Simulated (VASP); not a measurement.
# Tl in VASP: a series of runs, part 2 of 2

VASP 6.6.1. Earlier steps stand in the parts before.

## 4. Single point, PBEsol (engineering shear strain xz -0.0400, normal strain along z -0.1100)

The input, INCAR:

```
SYSTEM = Tl
PREC = Accurate ; ENCUT = 520
EDIFF = 1E-7 ; ISMEAR = 0
SIGMA = 0.15 ; LREAL = .FALSE.
LASPH = .TRUE. ; NELM = 80
ALGO = Fast ; ISIF = 2
LWAVE = .FALSE. ; LCHARG = .TRUE.
GGA = PS ; LELF = .TRUE.
LVHAR = .TRUE. ; NBANDS = 12
```

The input, KPOINTS:

```
regular mesh
0
G
  16 16 16
  0 0 0
```

The input, POSCAR:

```
Tl
1.0
   -0.0484194631      2.4209731547      2.1546661077
    2.3725536916      0.0000000000      2.1062466446
    2.4209731547      2.4209731547     -0.0484194631
Tl
1
Direct
    0.0000000000      0.0000000000      0.0000000000
```

Potentials or basis: VASP PAW PBE potentials, release 64 (Tl_d).

Launch:

```console
> cat potpaw_PBE.64/Tl_d/POTCAR > POTCAR
> mpirun -np 1 vasp_std > vasp.out
```

OUTCAR:

```text
SYSTEM = Tl
   PREC = Accurate
   ENCUT = 520
   EDIFF = 1E-7
   ISMEAR = 0
   LREAL = .FALSE.
   LASPH = .TRUE.
   NELM = 80
   ISIF = 2
   GGA = PS

 ion  position               nearest neighbor table
   1  0.000  0.000  0.000-

  LATTYP: Found a base centered monoclinic cell.
 ALAT       =     4.3104201559
 B/A-ratio  =     1.1233119126
 C/A-ratio  =     0.7360265048
 COS(beta)  =    -0.6469215666

  Lattice vectors:

 A1 = (   0.0484194631,  -2.4209731547,  -2.1546661077)
 A2 = (   0.0484194631,   2.4209731547,  -2.1546661077)
 A3 = (   2.3725536916,   0.0000000000,   2.1062466446)

Analysis of symmetry for initial positions (statically):
=====================================================================
 Subroutine PRICEL returns:
 Original cell was already a primitive cell.

 Routine SETGRP: Setting up the symmetry group for a
 base centered monoclinic supercell.

 Subroutine GETGRP returns: Found  4 space group operations
 (whereof  4 operations were pure point group operations)
 out of a pool of  4 trial point group operations.

The static configuration has the point symmetry C_2h.

[... 170 lines left out ...]
      3      -3.7515      2.00000
      4      -3.7334      2.00000
      5      -3.4593      2.00000
      6      -3.2009      2.00000
      7      18.5286      0.00000
      8      18.6082      0.00000
      9      19.7290      0.00000
     10      19.8877      0.00000
     11      23.3208      0.00000
     12      23.6405      0.00000
[... 331 lines left out ...]
 k-point    24 :      -0.1250    0.0625   -0.0000
  band No.  band energies     occupation
      1      -4.0948      2.00000
      2      -4.0125      2.00000
      3      -3.7273      2.00000
      4      -3.7182      2.00000
      5      -3.4741      2.00000
      6      -2.6182      2.00000
      7      14.9295      0.00000
      8      17.9806      0.00000
      9      18.9698      0.00000
     10      19.9889      0.00000
     11      21.2419      0.00000
     12      22.0661      0.00000

 [... further k-points ...]

------------------------ aborting loop because EDIFF is reached ----------------------------------------

  FORCE on cell =-STRESS in cart. coord.  units (eV):
  Direction    XX          YY          ZZ          XY          YZ          ZX
  --------------------------------------------------------------------------------------
  -------------------------------------------------------------------------------------
  Total        0.9404194      0.9350873      0.9512255      0.0000000      0.0000000      0.1264571
  in kB       59.6811866     59.3428032     60.3669715      0.0000000      0.0000000      8.0252597
  external PRESSURE =      59.7969871 kB  Pullay stress =       0.0000000 kB

 VOLUME and BASIS-vectors are now :
 -----------------------------------------------------------------------------
  energy-cutoff  :      520.00
  volume of cell :       25.25
      direct lattice vectors                 reciprocal lattice vectors
    -0.048419463  2.420973155  2.154666108    -0.201978205  0.206528519  0.227515680
     2.372553692  0.000000000  2.106246645     0.211264560 -0.206528519  0.236802034
     2.420973155  2.420973155 -0.048419463     0.201978205  0.206528519 -0.227515680

 POSITION                                       TOTAL-FORCE (eV/Angst)
 -----------------------------------------------------------------------------------
      0.00000      0.00000      0.00000         0.000000      0.000000     -0.000000
 -----------------------------------------------------------------------------------
    total drift:                               -0.000000     -0.000000     -0.000000

  FREE ENERGIE OF THE ION-ELECTRON SYSTEM (eV)
  ---------------------------------------------------
  free  energy   TOTEN  =        -2.5628064273 eV

  energy  without entropy=       -2.5576553455  energy(sigma->0) =       -2.56023089
```

stdout:

```text
POSCAR found type information on POSCAR Tl
 POSCAR found :  1 types and       1 ions
 scaLAPACK will be used
 -----------------------------------------------------------------------------
|                                                                             |
|                                                                             |
|     You enforced a specific xc type in the INCAR file but a different       |
|     I HOPE YOU KNOW WHAT YOU ARE DOING!                                     |
|                                                                             |
 -----------------------------------------------------------------------------

 LDA part: xc-table for (Slater+PW92), standard interpolation
 POSCAR, INCAR and KPOINTS ok, starting setup
 FFT: planning ... GRIDC
 FFT: planning ... GRID_SOFT
 FFT: planning ... GRID
 WAVECAR not read
 entering main loop
WARNING in EDDRMM: call to ZHEGV failed, returncode =   6  3     12
```

Run time: 5.4 min. Hardware: 1 thread of Oxide Virtual Turin-like, shared host; peak memory 0.38 GiB.

Results:

```yaml
Free_energy: -2.5628 eV
Pressure: 6.0 GPa
Band_gap_on_the_k_mesh: zero (an odd number of electrons rules out a gap without spin polarisation)
```

Stress tensor (GPa, compression positive):
```
5.97 0.00 0.80
0.00 5.93 0.00
0.80 0.00 6.04
```

Caveat: the cell differs from its parent crystal (engineering shear strain xz -0.0400, normal strain along z -0.1100); the cell stands under pressure; the PAW data sets were made with another functional, which shifts forces and pressure a little; spin-orbit coupling is left out, which moves the levels of the heavy elements.

## 5. Single point, PBEsol (engineering shear strain xz -0.0400, normal strain along z -0.0550)

The input, INCAR:

```
SYSTEM = Tl
  PREC = Accurate
  ENCUT = 520
  EDIFF = 1E-7
  ISMEAR = 0
  SIGMA = 0.15
  LREAL = .False.
  LASPH = .True.
  NELM = 80
  ALGO = Fast
  ISIF = 2
  LWAVE = .False.
  LCHARG = .True.
  GGA = PS
  LELF = .True.
  LVHAR = .True.
  NBANDS = 12
```

The input, KPOINTS:

```
Automatic mesh
0
Gamma
  16 16 16
  0 0 0
```

The input, POSCAR:

```
Tl
1.0
   -0.0484194631      2.4209731547      2.2878196312
    2.3725536916      0.0000000000      2.2394001681
    2.4209731547      2.4209731547     -0.0484194631
Tl
1
Direct
    0.0000000000      0.0000000000      0.0000000000
```

Potentials or basis: VASP PAW PBE potentials, release 64 (Tl_d).

Launch:

```console
> cat potpaw_PBE.64/Tl_d/POTCAR > POTCAR
> mpirun -np 1 vasp_std > vasp.out
```

OUTCAR:

```text
SYSTEM = Tl
   PREC = Accurate
   ENCUT = 520
   EDIFF = 1E-7
   ISMEAR = 0
   LREAL = .False.
   LASPH = .True.
   NELM = 80
   ISIF = 2
   GGA = PS

 ion  position               nearest neighbor table
   1  0.000  0.000  0.000-

  LATTYP: Found a base centered monoclinic cell.
 ALAT       =     4.5766638982
 B/A-ratio  =     1.0579641453
 C/A-ratio  =     0.7128560919
 COS(beta)  =    -0.6708645002

  Lattice vectors:

 A1 = (   0.0484194631,  -2.4209731547,  -2.2878196312)
 A2 = (   0.0484194631,   2.4209731547,  -2.2878196312)
[... 542 lines left out ...]

 [... further k-points ...]

------------------------ aborting loop because EDIFF is reached ----------------------------------------

  FORCE on cell =-STRESS in cart. coord.  units (eV):
  Direction    XX          YY          ZZ          XY          YZ          ZX
  --------------------------------------------------------------------------------------
  -------------------------------------------------------------------------------------
  Total        0.3811186      0.3673103      0.4502939      0.0000000      0.0000000      0.1019687
  in kB       22.7783817     21.9530971     26.9127959      0.0000000      0.0000000      6.0943784
  external PRESSURE =      23.8814249 kB  Pullay stress =       0.0000000 kB

 VOLUME and BASIS-vectors are now :
 -----------------------------------------------------------------------------
  energy-cutoff  :      520.00
  volume of cell :       26.81
      direct lattice vectors                 reciprocal lattice vectors
    -0.048419463  2.420973155  2.287819631    -0.202243151  0.206528519  0.214268419
     2.372553692  0.000000000  2.239400168     0.210988800 -0.206528519  0.223014069
     2.420973155  2.420973155 -0.048419463     0.202243151  0.206528519 -0.214268419

 POSITION                                       TOTAL-FORCE (eV/Angst)
 -----------------------------------------------------------------------------------
      0.00000      0.00000      0.00000         0.000000      0.000000      0.000000
 -----------------------------------------------------------------------------------
    total drift:                               -0.000000      0.000000     -0.000000

  FREE ENERGIE OF THE ION-ELECTRON SYSTEM (eV)
  ---------------------------------------------------
  free  energy   TOTEN  =        -2.6048552599 eV

  energy  without entropy=       -2.5987337053  energy(sigma->0) =       -2.60179448
```

OSZICAR:

```text
N       E                     dE             d eps       ncg     rms          rms(c)
DAV:   1     0.503584490060E+02    0.50358E+02   -0.67867E+03 28296   0.952E+02
DAV:   2    -0.205223511028E+01   -0.52411E+02   -0.51344E+02 29888   0.215E+02
DAV:   3    -0.264690098598E+01   -0.59467E+00   -0.59418E+00 31920   0.207E+01
DAV:   4    -0.264940256947E+01   -0.25016E-02   -0.25015E-02 30632   0.155E+00
DAV:   5    -0.264943015269E+01   -0.27583E-04   -0.27584E-04 32016   0.158E-01    0.271E+00
RMM:   6    -0.261185184532E+01    0.37578E-01   -0.46422E-02 26460   0.177E+00    0.183E+00
RMM:   7    -0.260538769300E+01    0.64642E-02   -0.20605E-02 27378   0.129E+00    0.761E-01
RMM:   8    -0.260486496171E+01    0.52273E-03   -0.15340E-03 28595   0.335E-01    0.844E-02
RMM:   9    -0.260485618562E+01    0.87761E-05   -0.15883E-04 30152   0.120E-01    0.295E-02
RMM:  10    -0.260485489084E+01    0.12948E-05   -0.24153E-05 29872   0.487E-02    0.150E-03
RMM:  11    -0.260485527016E+01   -0.37932E-06   -0.51154E-06 30497   0.205E-02    0.135E-03
RMM:  12    -0.260485525986E+01    0.10298E-07   -0.92386E-07 27983   0.785E-03
   1 F= -.26048553E+01 E0= -.26017945E+01  d E =-.612155E-02
```

stdout:

```text
POSCAR found type information on POSCAR Tl
 POSCAR found :  1 types and       1 ions
 scaLAPACK will be used
 -----------------------------------------------------------------------------
|                                                                             |
|                                                                             |
|     You enforced a specific xc type in the INCAR file but a different       |
|     I HOPE YOU KNOW WHAT YOU ARE DOING!                                     |
|                                                                             |
 -----------------------------------------------------------------------------

 LDA part: xc-table for (Slater+PW92), standard interpolation
 POSCAR, INCAR and KPOINTS ok, starting setup
 FFT: planning ... GRIDC
 FFT: planning ... GRID_SOFT
 FFT: planning ... GRID
 WAVECAR not read
 entering main loop
```

It took 6.8 min on 1 thread of Oxide Virtual Turin-like, shared host; peak memory 0.4 GiB.

What came out:

```yaml
Free_energy: -2.6049 eV
Pressure: 2.4 GPa
Band_gap_on_the_k_mesh: zero (an odd number of electrons rules out a gap without spin polarisation)
```

Levels at points of the mesh, in eV from the Fermi level:
```csv
k point,band 3,band 4,band 5,band 6,band 7,band 8,band 9,band 10
"(0.00, 0.00, 0.00)",-11.48,-11.32,-11.20,-10.48,10.29,10.52,11.50,11.55
"(0.50, 0.00, 0.00)",-11.48,-11.01,-10.95,-5.45,-3.24,8.30,9.22,11.12
"(0.00, 0.50, 0.00)",-11.52,-11.01,-10.91,-5.02,-3.09,7.91,8.80,10.57
"(0.50, 0.50, 0.00)",-11.00,-10.89,-10.87,-2.82,-1.60,3.72,3.72,7.41
"(0.50, 0.00, 0.50)",-10.99,-10.95,-10.85,-3.67,-2.20,3.93,5.09,7.98
"(0.00, 0.50, 0.50)",-11.00,-10.95,-10.84,-3.64,-2.19,4.36,4.65,8.18
```

Caveat: the cell differs from its parent crystal (engineering shear strain xz -0.0400, normal strain along z -0.0550); the PAW data sets were made with another functional, which shifts forces and pressure a little; spin-orbit coupling is left out, which moves the levels of the heavy elements.

## 6. Overview

```tsv
cell	gap on the mesh (eV)	pressure (GPa)
a = 3.331, b = 3.331, c = 3.424 Å, angles 59.1, 59.1, 61.9°, 1 atom	none	2.3
a = 3.617, b = 3.617, c = 3.424 Å, angles 61.8, 61.8, 56.5°, 1 atom	none	-3.0
a = 3.241, b = 3.173, c = 3.424 Å, angles 58.7, 59.5, 64.5°, 1 atom	none	6.0
a = 3.331, b = 3.263, c = 3.424 Å, angles 59.7, 60.4, 62.6°, 1 atom	none	2.4
```

Alike in all rows: task single point; level PBEsol; potentials or basis VASP PAW PBE potentials, release 64 (Tl_d); no spin polarisation; k mesh 16 × 16 × 16; cutoff (eV) 520; smearing gaussian 0.15 eV.

Caveats: the PAW data sets were made with another functional, which shifts forces and pressure a little; spin-orbit coupling is left out, which moves the levels of the heavy elements; the cell stands under pressure (at least some runs).

Total energies depend on the potentials used, so only differences within one code and one set of settings carry meaning.
